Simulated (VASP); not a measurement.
Crystal: BiS4.

```
Bi S
1.0
    -3.36887    3.36887    3.36887
     3.36887   -3.36887    3.36887
     3.36887    3.36887   -3.36887
Bi S
1 4
Direct
  0.00000 0.00000 0.00000
  0.50000 0.50000 0.50000
  0.00000 0.00000 0.50000
  0.00000 0.50000 0.00000
  0.50000 0.00000 0.00000
```

```yaml
Program: VASP 6.6.1
Task: relaxation of cell and atoms
Functional: PBE
Potentials_or_basis: VASP PAW PBE potentials, release 64 (Bi_d, S)
Cutoff: 600 eV
k_mesh: 4 × 4 × 4
Occupations: gaussian, width 0.1 eV
Spin: no spin polarisation
```

At the start: pressure -5.4 GPa; volume 30.59 Å³/atom.

Task: Where does the relaxation end?

Result: Over 3 steps the energy falls by 88.8 meV/atom and the volume is 26.01 Å³/atom (-15.0 %); space group Im-3m (No. 229, to 0.05 Å).

The path:
| step | energy change (eV) | largest force (eV/Å) | pressure (GPa) | volume (Å³) |
| --- | --- | --- | --- | --- |
| 1 | 0.0000 | 0.0000 | -5.37 | 152.94 |
| 2 | -0.4417 | 0.0000 | -0.48 | 131.35 |
| 3 | -0.4438 | 0.0000 | -0.01 | 130.03 |

Final structure:
```
Bi S
1.0
    -3.19146    3.19146    3.19146
     3.19146   -3.19146    3.19146
     3.19146    3.19146   -3.19146
Bi S
1 4
Cartesian
  0.0000 0.0000 0.0000
  1.5957 1.5957 1.5957
  1.5957 1.5957 -1.5957
  1.5957 -1.5957 1.5957
  -1.5957 1.5957 1.5957
```
